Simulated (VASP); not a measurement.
# Eu (Im-3m) in VASP: further runs, part 2 of 2

VASP 6.6.1.

### Step 6. Single point, LDA, collinear spin, ferromagnetic start

Contents of INCAR:

```
PREC = Accurate
ENCUT = 520
EDIFF = 1E-6
ISMEAR = -1
SIGMA = 0.05
LREAL = False
LASPH = True
NELM = 150
ALGO = Normal
ISIF = 2
LWAVE = False
LCHARG = False
ISPIN = 2
MAGMOM = 7
LORBIT = 11
LMAXMIX = 6
GGA = CA
NBANDS = 18
```

Contents of KPOINTS:

```
regular mesh
0
Gamma
  8 8 8
```

Contents of POSCAR:

```
Eu
1.0
   -2.3030000000      2.3030000000      2.3030000000
    2.3030000000     -2.3030000000      2.3030000000
    2.3030000000      2.3030000000     -2.3030000000
Eu
1
Direct
    0.0000000000      0.0000000000      0.0000000000
```

Potentials or basis: VASP PAW PBE potentials, release 64 (Eu).

The run is started by

```console
cat potpaw_PBE.64/Eu/POTCAR > POTCAR
mpirun -np 1 vasp_std > vasp.out
```

OUTCAR:

```text
PREC = Accurate
   ENCUT = 520
   EDIFF = 1E-6
   ISMEAR = -1
   LREAL = False
   LASPH = True
   NELM = 150
   ISIF = 2
   ISPIN = 2
   LORBIT = 11
   GGA = CA

 ion  position               nearest neighbor table
   1  0.000  0.000  0.000-

  LATTYP: Found a body centered cubic cell.
 ALAT       =     4.6060000000

  Lattice vectors:

 A1 = (  -2.3030000000,   2.3030000000,   2.3030000000)
 A2 = (   2.3030000000,  -2.3030000000,   2.3030000000)
 A3 = (   2.3030000000,   2.3030000000,  -2.3030000000)

Analysis of symmetry for initial positions (statically):
=====================================================================
 Subroutine PRICEL returns:
 Original cell was already a primitive cell.

 Routine SETGRP: Setting up the symmetry group for a
 body centered cubic supercell.

 Subroutine GETGRP returns: Found 48 space group operations
 (whereof 48 operations were pure point group operations)
 out of a pool of 48 trial point group operations.

The static configuration has the point symmetry O_h .

Analysis of symmetry for dynamics (positions and initial velocities):
[... 683 lines left out ...]

 [... further k-points ...]

 spin component 2

 k-point     1 :       0.0000    0.0000    0.0000
  band No.  band energies     occupation
      1     -37.3190      1.00000
      2     -16.7831      1.00000
      3     -16.7831      1.00000
      4     -16.7831      1.00000
      5      -2.2009      1.00000
      6       3.8099      0.00000
[... 493 lines left out ...]
     17       6.4473      0.00000
     18       9.4244      0.00000

 [... further k-points ...]

------------------------ aborting loop because EDIFF is reached ----------------------------------------

  FORCE on cell =-STRESS in cart. coord.  units (eV):
  Direction    XX          YY          ZZ          XY          YZ          ZX
  --------------------------------------------------------------------------------------
  -------------------------------------------------------------------------------------
  Total       -1.1721003     -1.1721003     -1.1721003      0.0000000      0.0000000      0.0000000
  in kB      -38.4355911    -38.4355911    -38.4355911      0.0000000      0.0000000      0.0000000
  external PRESSURE =     -38.4355911 kB  Pullay stress =       0.0000000 kB

 VOLUME and BASIS-vectors are now :
 -----------------------------------------------------------------------------
  energy-cutoff  :      520.00
  volume of cell :       48.86
      direct lattice vectors                 reciprocal lattice vectors
    -2.303000000  2.303000000  2.303000000     0.000000000  0.217108120  0.217108120
     2.303000000 -2.303000000  2.303000000     0.217108120  0.000000000  0.217108120
     2.303000000  2.303000000 -2.303000000     0.217108120  0.217108120  0.000000000

 POSITION                                       TOTAL-FORCE (eV/Angst)
 -----------------------------------------------------------------------------------
      0.00000      0.00000      0.00000         0.000000      0.000000     -0.000000
 -----------------------------------------------------------------------------------
    total drift:                               -0.000000     -0.000000      0.000000

  FREE ENERGIE OF THE ION-ELECTRON SYSTEM (eV)
  ---------------------------------------------------
  free  energy   TOTEN  =       -11.1864970654 eV

  energy  without entropy=      -11.1743626376  energy(sigma->0) =      -11.18042985

 total charge

# of ion       s       p       d       f       tot
--------------------------------------------------
    1        2.077   5.659   0.239   6.685  14.659

 magnetization (x)

# of ion       s       p       d       f       tot
--------------------------------------------------
    1       -0.001  -0.079   0.101   6.683   6.703
```

OSZICAR:

```text
N       E                     dE             d eps       ncg     rms          rms(c)
DAV:   1     0.109740949515E+03    0.10974E+03   -0.65845E+03  2488   0.398E+03
DAV:   2     0.101306993994E+02   -0.99610E+02   -0.88297E+02  2674   0.263E+02
DAV:   3    -0.740417297829E+01   -0.17535E+02   -0.17213E+02  3206   0.106E+02
DAV:   4    -0.915774986009E+01   -0.17536E+01   -0.17391E+01  4082   0.255E+01
DAV:   5    -0.923948022407E+01   -0.81730E-01   -0.81588E-01  3602   0.649E+00    0.283E+01
DAV:   6    -0.120236182367E+02   -0.27841E+01   -0.24059E+00  2730   0.138E+01    0.175E+01
DAV:   7    -0.112612056625E+02    0.76241E+00   -0.13406E+00  3000   0.214E+01    0.118E+01
DAV:   8    -0.112024717430E+02    0.58734E-01   -0.50610E-01  3050   0.148E+01    0.401E+00
DAV:   9    -0.112069550445E+02   -0.44833E-02   -0.19339E-01  3102   0.898E+00    0.469E+00
DAV:  10    -0.111976794352E+02    0.92756E-02   -0.13057E-02  3816   0.702E-01    0.460E+00
DAV:  11    -0.111929961944E+02    0.46832E-02   -0.15859E-03  3598   0.650E-01    0.486E+00
DAV:  12    -0.111886545212E+02    0.43417E-02   -0.28365E-03  2862   0.106E+00    0.357E+00
DAV:  13    -0.111866070438E+02    0.20475E-02   -0.48391E-03  2792   0.139E+00    0.552E-01
DAV:  14    -0.111865119718E+02    0.95072E-04   -0.58943E-04  4034   0.328E-01    0.455E-01
DAV:  15    -0.111864947506E+02    0.17221E-04   -0.88850E-05  3678   0.166E-01    0.154E-01
DAV:  16    -0.111864975102E+02   -0.27596E-05   -0.18570E-05  4062   0.554E-02    0.467E-02
DAV:  17    -0.111864970654E+02    0.44482E-06   -0.25964E-06  2960   0.771E-03
   1 F= -.11186497E+02 E0= -.11180430E+02  d E =-.121344E-01  mag=     7.2419
```

stdout:

```text
POSCAR found type information on POSCAR Eu
 POSCAR found :  1 types and       1 ions
 scaLAPACK will be used
 -----------------------------------------------------------------------------
|                                                                             |
|                                                                             |
|     You enforced a specific xc type in the INCAR file but a different       |
|     I HOPE YOU KNOW WHAT YOU ARE DOING!                                     |
|                                                                             |
 -----------------------------------------------------------------------------

 LDA part: xc-table for (Slater(with rela. corr.)+CA(PZ))
 , standard interpolation
 POSCAR, INCAR and KPOINTS ok, starting setup
 FFT: planning ... GRIDC
 FFT: planning ... GRID_SOFT
 FFT: planning ... GRID
 WAVECAR not read
 entering main loop
```

Wall time 42 s (1 thread of Intel Xeon Platinum 8559C (Emerald Rapids), shared host); peak memory 0.19 GiB.

What came out:

| Item | Value |
| --- | --- |
| Free energy | -11.1865 eV |
| Pressure | -3.8 GPa |
| Net moment | 7.24 μB per cell |
| Site moments | Eu +6.70 μB |
| Valence electrons inside the program's atomic spheres | Eu 14.66 |

Levels at points of the mesh, in eV from the Fermi level:
Spin up:
| k point | band 10 | band 11 | band 12 | band 13 | band 14 | band 15 |
| --- | --- | --- | --- | --- | --- | --- |
| (0.00, 0.00, 0.00) | -0.37 | -0.37 | -0.34 | 1.61 | 1.61 | 1.61 |
| (0.50, 0.00, 0.00) | -0.39 | -0.38 | -0.36 | 0.45 | 0.60 | 2.96 |
| (0.50, 0.50, 0.50) | -0.47 | -0.35 | -0.35 | -0.35 | 4.30 | 4.30 |
Spin down:
```
           k point  band 1  band 2  band 3  band 4  band 5  band 6  band 7  band 8  band 9  band 10
(0.00, 0.00, 0.00)  -38.65  -18.12  -18.12  -18.12   -3.54    2.48    2.48    2.48    3.65     3.65
(0.50, 0.00, 0.00)  -38.63  -18.47  -18.23  -18.12   -0.94    1.14    1.20    3.59    3.82     3.88
(0.50, 0.50, 0.50)  -38.61  -18.37  -18.37  -18.37   -0.17   -0.17    3.54    3.54    3.54     3.77
```

Caveat: the PAW data sets were made with another functional, which shifts forces and pressure a little; spin-orbit coupling is left out, which moves the levels of the heavy elements. The state reached can hang on the start; a lower one may exist.

### Step 7. The runs side by side

| level | potentials or basis | cell | smearing | gap on the mesh (eV) | pressure (GPa) | moment (μB) |
| --- | --- | --- | --- | --- | --- | --- |
| PBE | VASP PAW PBE potentials, release 64 (Eu_2), 4f in core | a = 3.989 Å, angles 109.5°, 1 atom | methfessel-paxton 0.15 eV | none | -1.1 | 0.00 |
| LDA | VASP PAW PBE potentials, release 64 (Eu) | a = 3.907 Å, angles 109.5°, 1 atom | fermi-dirac 0.05 eV | none | -3.6 | 7.21 |
| LDA | VASP PAW PBE potentials, release 64 (Eu) | a = 3.935 Å, angles 109.5°, 1 atom | fermi-dirac 0.05 eV | none | -3.7 | 7.22 |
| LDA | VASP PAW PBE potentials, release 64 (Eu) | a = 3.962 Å, angles 109.5°, 1 atom | fermi-dirac 0.05 eV | none | -3.8 | 7.23 |
| LDA | VASP PAW PBE potentials, release 64 (Eu) | a = 3.989 Å, angles 109.5°, 1 atom | fermi-dirac 0.05 eV | none | -3.8 | 7.24 |

Alike in all rows: task single point; spin collinear, ferromagnetic start; k mesh 8 × 8 × 8; cutoff (eV) 520.

Caveats: spin-orbit coupling is left out, which moves the levels of the heavy elements; the PAW data sets were made with another functional, which shifts forces and pressure a little (some runs); the 4f electrons are frozen in the core, so they carry no moment and show no levels (some runs).

Total energies depend on the potentials used, so only differences within one code and one set of settings carry meaning.
